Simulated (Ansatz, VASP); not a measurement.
**NiO in VASP and in Ansatz**

```
Ni O
1.0
    -2.12286   -2.12286    4.24914
    -4.24914   -2.12286    2.12286
    -2.12286   -4.24914    2.12286
Ni O
2 2
Direct
  0.00000 0.00000 0.00000
  0.50000 0.50000 0.50000
  0.25000 0.25000 0.25000
  0.75000 0.75000 0.75000
```

Alike in both runs: task electric field gradients; functional PBE; k mesh 10 × 10 × 10; occupations gaussian, width 0.05 eV; collinear spin; Hubbard terms Ni d U = 6.2 eV.

|  | VASP | Ansatz |
| --- | --- | --- |
| version | VASP 6.6.1 | Ansatz 0.2.0 |
| potentials or method | VASP PAW PBE potentials, release 64 (Ni, O), cutoff 520 eV | scalar-relativistic, plane waves, PAW |
| valence electrons in the cell | 32 | 48 |

|  | VASP | Ansatz | Ansatz less VASP |
| --- | --- | --- | --- |
| gap on the k mesh at the Fermi level (eV) | 3.04 | 2.77 | -0.269 |
| least direct gap on the mesh (eV) | 3.70 | 3.53 | -0.169 |
| pressure (GPa) | -8.0 | 0.0 | +7.96 |
| net moment per atom (μB) | 0.00 | 0.00 | 0.000 |
| size of the moment on the site where the two differ most (μB) | 1.76 | 1.69 | -0.074 |

Site moments also hang on the region over which each program counts them. The programs project onto different local orbitals, so the same U acts differently, and such runs can settle in different states. VASP's potentials hold 32 valence electrons a cell and Ansatz's 48, so a difference there can come from the potentials and not from the codes. Ansatz's warnings: stability check not made.
